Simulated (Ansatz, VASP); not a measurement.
# Pt in VASP and in Ansatz

File INCAR:

```
SYSTEM = Pt
ALGO = Fast ; EDIFF = 1E-7
ENCUT = 520 ; GGA = CA
ISIF = 2 ; ISMEAR = 0
LASPH = .TRUE. ; LCHARG = .TRUE.
LELF = .TRUE. ; LREAL = .FALSE.
LVHAR = .TRUE. ; LWAVE = .FALSE.
NBANDS = 11 ; NELM = 80
PREC = Accurate ; SIGMA = 0.15
```

File KPOINTS:

```
k-points
0
G
  22 22 22
  0 0 0
```

POSCAR

```
Pt
1.0
    0.0000000000      2.1285211156      1.8239297439
    2.1285211156      0.0000000000      1.8239297439
    2.1285211156      2.1285211156      0.0000000000
Pt
1
Direct
    0.0000000000      0.0000000000      0.0000000000
```

Input for Ansatz:

```yaml
crystal:
  lattice:
    - [0.0, 2.1285211156, 1.8239297439]
    - [2.1285211156, 0.0, 1.8239297439]
    - [2.1285211156, 2.1285211156, 0.0]
  atoms:
    - { symbol: Pt, position: [0.0, 0.0, 0.0] }
basis:
  ecutwfc: 420
kpoints:
  mp_grid: { grid: [22, 22, 22] }
hamiltonian:
  xc: lda
  pseudopotentials: { kind: paw, azcp: { folder: soft_1 } }
scf:
  occupations: { method: gaussian, width: 0.15 }
output:
  forces: true
  stress: true
  eigenvalues: true
```

Alike in both runs: task single point; functional LDA; k mesh 22 × 22 × 22; occupations gaussian, width 0.15 eV; no spin polarisation.

```csv
,VASP,Ansatz
version,VASP 6.6.1,Ansatz 0.2.0
potentials or method,"VASP PAW LDA potentials, release 64 (Pt), cutoff 520 eV","scalar-relativistic, plane waves, PAW"
valence electrons in the cell,10,18
```

```tsv
	VASP	Ansatz	Ansatz less VASP
gap on the k mesh at the Fermi level (eV)	none	none	-
pressure (GPa)	-23.9	-24.4	-0.52
traceless stress, the component that is largest in VASP (GPa)	3.62	3.60	-0.018
```

Ansatz warns that its potentials were made for another functional, while VASP's fit it. LDA's correlation is that of Perdew and Zunger in VASP and of Perdew and Wang (1992) in Ansatz. A gap of «none» marks a metal or a gap that the smearing closes. VASP's potentials hold 10 valence electrons a cell and Ansatz's 18, so a difference there can come from the potentials and not from the codes.

Spin-orbit coupling is off throughout.
